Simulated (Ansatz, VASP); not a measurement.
**Fe: VASP beside Ansatz**

Contents of POSCAR:

```
Fe
1.0
   -1.3650158294      1.3650158294      1.3650158294
    1.3650158294     -1.3650158294      1.3650158294
    1.3650158294      1.3650158294     -1.3650158294
Fe
1
Direct
    0.0000000000      0.0000000000      0.0000000000
```

File INCAR.step1:

```
  PREC = Accurate
  ENCUT = 660
  ISMEAR = -1
  SIGMA = 0.01
  LREAL = F
  LASPH = T
  NELM = 120
  NBANDS = 10
  GGA = PE
  ALGO = Normal
  EDIFF = 1E-5
  LWAVE = T
  LCHARG = F
  GGA_COMPAT = F
```

The input INCAR.step2:

```
  PREC = Accurate
  ENCUT = 660
  EDIFF = 1E-6
  ISMEAR = -1
  SIGMA = 0.01
  LREAL = F
  LASPH = T
  NELM = 120
  ALGO = Normal
  ISIF = 2
  LWAVE = F
  LCHARG = F
  METAGGA = R2SCAN
  LMIXTAU = T
  NBANDS = 10
  ISTART = 1
  GGA_COMPAT = F
```

The input KPOINTS:

```
Automatic mesh
0
Gamma
  16 16 16
```

Input for Ansatz:

```yaml
crystal:
  lattice:
    - [-1.3650158294, 1.3650158294, 1.3650158294]
    - [1.3650158294, -1.3650158294, 1.3650158294]
    - [1.3650158294, 1.3650158294, -1.3650158294]
  atoms:
    - { symbol: Fe, position: [0.0, 0.0, 0.0] }
hamiltonian:
  xc: r2scan
  pseudopotentials:
    kind: paw
    azcp:
      Fe: "pseudopotentials/Fe.paw.azcp"
basis:
  ecutwfc: 500
  fft_grid_basis: typed
kpoints:
  mp_grid: { grid: [16, 16, 16], shift: [0, 0, 0] }
magnetization:
  spin_polarized: false
scf:
  occupations: { method: fermi_dirac, width: 0.01 }
  lower_state_search: "off"
output:
  stress: true
```

Alike in both runs: task single point; functional r2SCAN; k mesh 16 × 16 × 16; occupations fermi-dirac, width 0.01 eV; no spin polarisation.

|  | VASP | Ansatz |
| --- | --- | --- |
| version | VASP 6.6.1 | Ansatz 0.2.0 |
| potentials or method | VASP PAW PBE potentials, release 64 (Fe), cutoff 660 eV | plane waves (500 eV) with PAW, scalar-relativistic |
| valence electrons in the cell | 8 | 16 |

|  | VASP | Ansatz | Ansatz less VASP |
| --- | --- | --- | --- |
| pressure (GPa) | -0.2 | -0.7 | -0.49 |

VASP's potentials were made for PBE, not for r2SCAN. With one functional, cell and mesh, what is left measures potentials, basis and numerics. VASP's potentials hold 8 valence electrons a cell and Ansatz's 16, so a difference there can come from the potentials and not from the codes.
